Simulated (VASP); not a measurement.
# Sn3Se (Fm-3m) in VASP: further runs

Sn3Se is run at these levels: LDA; tasks: single point.

Everything below comes from runs of VASP 6.6.1. Logs are shortened: lines on timing, memory, paths and dates and some standing lists are left out, and cuts for length are marked.

### Step 1. The cell of the first run

It takes space group Fm-3m (No. 225, cubic). Conventional cell: a = 7.466 Å, b = 7.466 Å, c = 7.466 Å, α = 90.00°, β = 90.00°, γ = 90.00°. Within 4.3 Å of Sn (site symmetry m-3m) lie 8 Sn at 3.23 Å and 6 Se at 3.73 Å. Sn (site symmetry -43m) has 10 Sn at 3.23 to 3.73 Å and 4 Se at 3.23 Å within 4.3 Å. Within 4.3 Å of Se (site symmetry m-3m) lie 14 Sn at 3.23 to 3.73 Å.

### Step 2. Single point, LDA

File INCAR:

```
ALGO = Normal
EDIFF = 1E-6
ENCUT = 520
ISIF = 2
ISMEAR = -1
LASPH = T
LCHARG = F
LREAL = F
LWAVE = F
NBANDS = 32
NELM = 80
PREC = Accurate
SIGMA = 0.05
```

File KPOINTS:

```
k-points
0
Gamma
  6 6 6
```

File POSCAR:

```
Sn3Se
1.0
    0.0000000000      3.7331380000      3.7331380000
    3.7331380000      0.0000000000      3.7331380000
    3.7331380000      3.7331380000      0.0000000000
Sn Se
3 1
Direct
    0.5000000000      0.5000000000      0.5000000000
    0.7500000000      0.7500000000      0.7500000000
    0.2500000000      0.2500000000      0.2500000000
    0.0000000000      0.0000000000      0.0000000000
```

Potentials or basis: VASP PAW LDA potentials, release 64 (Sn_d, Se).

Run with:

```bash
cat potpaw_LDA.64/Sn_d/POTCAR potpaw_LDA.64/Se/POTCAR > POTCAR
mpirun -np 1 vasp_std > vasp.out
```

OUTCAR:

```text
EDIFF = 1E-6
   ENCUT = 520
   ISIF = 2
   ISMEAR = -1
   LASPH = T
   LREAL = F
   NELM = 80
   PREC = Accurate

 ion  position               nearest neighbor table
   1  0.500  0.500  0.500-   3 3.23   3 3.23   3 3.23   2 3.23   2 3.23   2 3.23   3 3.23   2 3.23

   2  0.750  0.750  0.750-   1 3.23   1 3.23   1 3.23   4 3.23   4 3.23   4 3.23   4 3.23   1 3.23
                             3 3.73   3 3.73   3 3.73   3 3.73   3 3.73   3 3.73
   3  0.250  0.250  0.250-   4 3.23   4 3.23   4 3.23   1 3.23   1 3.23   1 3.23   4 3.23   1 3.23
                             2 3.73   2 3.73   2 3.73   2 3.73   2 3.73   2 3.73
   4  0.000  0.000  0.000-   2 3.23   2 3.23   2 3.23   3 3.23   3 3.23   3 3.23   3 3.23   2 3.23

  LATTYP: Found a face centered cubic cell.
 ALAT       =     7.4662760000

  Lattice vectors:

 A1 = (   0.0000000000,   3.7331380000,   3.7331380000)
 A2 = (   3.7331380000,   0.0000000000,   3.7331380000)
 A3 = (   3.7331380000,   3.7331380000,   0.0000000000)

Analysis of symmetry for initial positions (statically):
=====================================================================
 Subroutine PRICEL returns:
 Original cell was already a primitive cell.

 Routine SETGRP: Setting up the symmetry group for a
 face centered cubic supercell.

 Subroutine GETGRP returns: Found 48 space group operations
 (whereof 48 operations were pure point group operations)
 out of a pool of 48 trial point group operations.

The static configuration has the point symmetry O_h .

Analysis of symmetry for dynamics (positions and initial velocities):
=====================================================================
 Subroutine PRICEL returns:
 Original cell was already a primitive cell.

 Routine SETGRP: Setting up the symmetry group for a
 face centered cubic supercell.

 Subroutine GETGRP returns: Found 48 space group operations
 (whereof 48 operations were pure point group operations)
 out of a pool of 48 trial point group operations.

The dynamic configuration has the point symmetry O_h .

 Subroutine INISYM returns: Found 48 space group operations
 (whereof 48 operations are pure point group operations),
 and found     1 'primitive' translations

----------------------------------------------------------------------------------------

                                     Primitive cell

  volume of cell :     104.0524

  direct lattice vectors                    reciprocal lattice vectors
     0.000000000  3.733138000  3.733138000    -0.133935579  0.133935579  0.133935579
     3.733138000  0.000000000  3.733138000     0.133935579 -0.133935579  0.133935579
     3.733138000  3.733138000  0.000000000     0.133935579  0.133935579 -0.133935579

  length of vectors
     5.279454390  5.279454390  5.279454390     0.231983228  0.231983228  0.231983228

  position of ions in fractional coordinates (direct lattice)
     0.500000000  0.500000000  0.500000000
     0.750000000  0.750000000  0.750000000
     0.250000000  0.250000000  0.250000000
     0.000000000  0.000000000  0.000000000

  ion indices of the primitive-cell ions
   primitive index   ion index
                 1           1
                 2           2
                 3           3
                 4           4

----------------------------------------------------------------------------------------

 KPOINTS: k-points

Automatic generation of k-mesh.
 Grid dimensions read from file:
 generate k-points for:    6    6    6

 Generating k-lattice:

  Cartesian coordinates                     Fractional coordinates (reciprocal lattice)
    -0.022322597  0.022322597  0.022322597     0.166666667  0.000000000  0.000000000
     0.022322597 -0.022322597  0.022322597     0.000000000  0.166666667  0.000000000
     0.022322597  0.022322597 -0.022322597     0.000000000  0.000000000  0.166666667

  Length of vectors
     0.038663871  0.038663871  0.038663871

  Shift w.r.t. Gamma in fractional coordinates (k-lattice)
     0.000000000  0.000000000  0.000000000

 Subroutine IBZKPT returns following result:
 ===========================================

 Found     16 irreducible k-points:

 Following reciprocal coordinates:
            Coordinates               Weight
  0.000000  0.000000  0.000000      1.000000
  0.166667  0.000000  0.000000      8.000000
  0.333333  0.000000  0.000000      8.000000
  0.500000  0.000000  0.000000      4.000000
  0.166667  0.166667  0.000000      6.000000
  0.333333  0.166667  0.000000     24.000000
[... 8 lines left out ...]
 -0.333333  0.333333  0.166667     24.000000
 -0.333333  0.500000  0.166667     12.000000
   k-points           NKPTS =     16   k-points in BZ     NKDIM =     16   number of bands    NBANDS=     32
   number of dos      NEDOS =    301   number of ions     NIONS =      4
   total plane-waves  NPLWV =  64000
   dimension x,y,z NGX =    40 NGY =   40 NGZ =   40
   dimension x,y,z NGXF=    80 NGYF=   80 NGZF=   80
   ions per type =               3   1
   NGX,Y,Z   is equivalent  to a cutoff of  12.60, 12.60, 12.60 a.u.
   NGXF,Y,Z  is equivalent  to a cutoff of  25.19, 25.19, 25.19 a.u.
 SYSTEM =  unknown system
   PREC   = accura    normal or accurate (medium, high low for compatibility)
   ISTART =      0    job   : 0-new  1-cont  2-samecut
   ICHARG =      2    charge: 1-file 2-atom 10-const
   ISPIN  =      1    spin polarized calculation?
   LNONCOLLINEAR =      F non collinear calculations
   LSORBIT =      F    spin-orbit coupling
   LASPH  =      T    aspherical Exc in radial PAW
   ENCUT  =  520.0 eV  38.22 Ry    6.18 a.u.   9.82  9.82  9.82*2*pi/ulx,y,z
   NELM   =     80;   NELMIN=  2; NELMDL= -5     # of ELM steps
   EDIFF  = 0.1E-05   stopping-criterion for ELM
   LREAL  =      F    real-space projection
   EDIFFG = 0.1E-04   stopping-criterion for IOM
   NSW    =      0    number of steps for IOM
   IBRION =     -1    ionic relax: 0-MD 1-quasi-New 2-CG
   NFREE  =      0    steps in history (QN), initial steepest desc. (CG)
   ISIF   =      2    stress and relaxation
   ISYM   =      2    0-nonsym 1-usesym 2-fastsym
   POTIM  = 0.5000    time-step for ionic-motion
   TEBEG  =    0.0;   TEEND  =   0.0 temperature during run
   PSTRESS=    0.0 pullay stress
   NELECT =      48.0000    total number of electrons
   NUPDOWN=      -1.0000    fix difference up-down
   EMIN   =  10.00;   EMAX   =-10.00  energy-range for DOS
   EFERMI =   0.00;   METHOD = LEGACY
   ISMEAR =    -1;   SIGMA  =   0.05  broadening in eV -4-tet -1-fermi 0-gaus
   EFERMI_NEDOS =   21; number of points for ismear=-14 and -15
   IALGO  =     38    algorithm
   IMIX   =      4    mixing-type and parameters
     AMIX     =   0.40;   BMIX     =  1.00
     AMIX_MAG =   1.60;   BMIX_MAG =  1.00
  volume/ion in A,a.u.               =      26.01       175.55
  Fermi-wavevector in a.u.,A,eV,Ry     =   1.264944  2.390397 21.770445  1.600083
  Thomas-Fermi vector in A             =   2.398223
   LORBIT       =      0    0 simple, 1 ext, 2 COOP (PROOUT), +10 PAW based schemes
   GGA     = CA    functional components
   LHFCALC =     F    Hartree Fock is set to
   AEXX    =    0.0000 exact exchange contribution
   IVDW    =     0    specifies the selected vdW correction
   LEPSILON=     F    determine dielectric tensor
   LRPA    =     F    only Hartree local field effects (RPA)
 non-spin polarized calculation
  energy-cutoff  :      520.00
  volume of cell :      104.05
 maximum number of plane-waves:      2822
   NGX = 19   NGY = 19   NGZ = 19

 number of electron      48.0000028 magnetization

 Free energy of the ion-electron system (eV)
  ---------------------------------------------------
  ext. energy  EPLUGINS =         0.00000000
  ---------------------------------------------------
  free energy    TOTEN  =       -17.47373679 eV

  energy without entropy =      -17.44090639  energy(sigma->0) =      -17.45732159

 E-fermi :   6.9962     XC(G=0): -10.5281

 val. band max:        6.9782116169   @ k =   0.1667   0.1667   0.0000
 cond. band min:       7.0097058824   @ k =  -0.3333   0.3333   0.1667
 fundamental gap:      0.0314942655
 Fermi energy:         6.9961867976

 k-point     1 :       0.0000    0.0000    0.0000
  band No.  band energies     occupation
      1     -14.4983      2.00000
      2     -14.4983      2.00000
      3     -14.4672      2.00000
      4     -14.4672      2.00000
      5     -14.4672      2.00000
      6     -14.4538      2.00000
[... 24 lines left out ...]
     31      13.4621      0.00000
     32      13.4621      0.00000

 k-point     2 :       0.1667    0.0000    0.0000
  band No.  band energies     occupation
      1     -14.4909      2.00000
      2     -14.4909      2.00000
      3     -14.4765      2.00000
      4     -14.4707      2.00000
      5     -14.4707      2.00000
      6     -14.4519      2.00000
[... 24 lines left out ...]
     31      12.0353      0.00000
     32      13.1658      0.00000

 k-point     3 :       0.3333    0.0000    0.0000
  band No.  band energies     occupation
      1     -14.4766      2.00000
      2     -14.4766      2.00000
      3     -14.4757      2.00000
      4     -14.4715      2.00000
      5     -14.4715      2.00000
      6     -14.4491      2.00000
[... 24 lines left out ...]
     31      11.7045      0.00000
     32      13.9715      0.00000

 k-point     4 :       0.5000    0.0000    0.0000
  band No.  band energies     occupation
      1     -14.4793      2.00000
      2     -14.4793      2.00000
      3     -14.4653      2.00000
      4     -14.4499      2.00000
      5     -14.4494      2.00000
      6     -14.4494      2.00000
[... 374 lines left out ...]
     31      11.9681      0.00000
     32      13.7674      0.00000

 k-point    15 :      -0.3333    0.3333    0.1667
  band No.  band energies     occupation
      1     -14.4786      2.00000
      2     -14.4778      2.00000
      3     -14.4697      2.00000
      4     -14.4659      2.00000
      5     -14.4603      2.00000
      6     -14.4597      2.00000
[... 24 lines left out ...]
     31      12.3826      0.00000
     32      15.2490      0.00000

 k-point    16 :      -0.3333    0.5000    0.1667
  band No.  band energies     occupation
      1     -14.4815      2.00000
      2     -14.4773      2.00000
      3     -14.4727      2.00000
      4     -14.4704      2.00000
      5     -14.4691      2.00000
      6     -14.4560      2.00000
[... 24 lines left out ...]
     31      11.8801      0.00000
     32      14.3552      0.00000

------------------------ aborting loop because EDIFF is reached ----------------------------------------

  FORCE on cell =-STRESS in cart. coord.  units (eV):
  Direction    XX          YY          ZZ          XY          YZ          ZX
  --------------------------------------------------------------------------------------
  -------------------------------------------------------------------------------------
  Total       -2.8830314     -2.8830314     -2.8830314      0.0000000      0.0000000      0.0000000
  in kB      -44.3923184    -44.3923184    -44.3923184      0.0000000      0.0000000      0.0000000
  external PRESSURE =     -44.3923184 kB  Pullay stress =       0.0000000 kB

 VOLUME and BASIS-vectors are now :
 -----------------------------------------------------------------------------
  energy-cutoff  :      520.00
  volume of cell :      104.05
      direct lattice vectors                 reciprocal lattice vectors
     0.000000000  3.733138000  3.733138000    -0.133935579  0.133935579  0.133935579
     3.733138000  0.000000000  3.733138000     0.133935579 -0.133935579  0.133935579
     3.733138000  3.733138000  0.000000000     0.133935579  0.133935579 -0.133935579

 POSITION                                       TOTAL-FORCE (eV/Angst)
 -----------------------------------------------------------------------------------
      3.73314      3.73314      3.73314        -0.000000     -0.000000     -0.000000
      5.59971      5.59971      5.59971         0.000000      0.000000      0.000000
      1.86657      1.86657      1.86657        -0.000000      0.000000     -0.000000
      0.00000      0.00000      0.00000        -0.000000     -0.000000     -0.000000
 -----------------------------------------------------------------------------------
    total drift:                               -0.000000     -0.000000      0.000000

  FREE ENERGIE OF THE ION-ELECTRON SYSTEM (eV)
  ---------------------------------------------------
  free  energy   TOTEN  =       -17.4737367860 eV

  energy  without entropy=      -17.4409063939  energy(sigma->0) =      -17.45732159
```

Run time: 19 s. Hardware: 1 thread of Intel Xeon 6975P-C (Granite Rapids), shared host; peak memory 0.22 GiB.

What came out:

```yaml
Free_energy: -17.4737 eV
Pressure: -4.4 GPa
Band_gap_on_the_k_mesh: zero (band 24 reaches 7.63 eV, above the bottom of band 25 at 5.71 eV)
```

Caveat: spin-orbit coupling is left out, which moves the levels of the heavy elements.

(Part 1 of 2 ends here.)
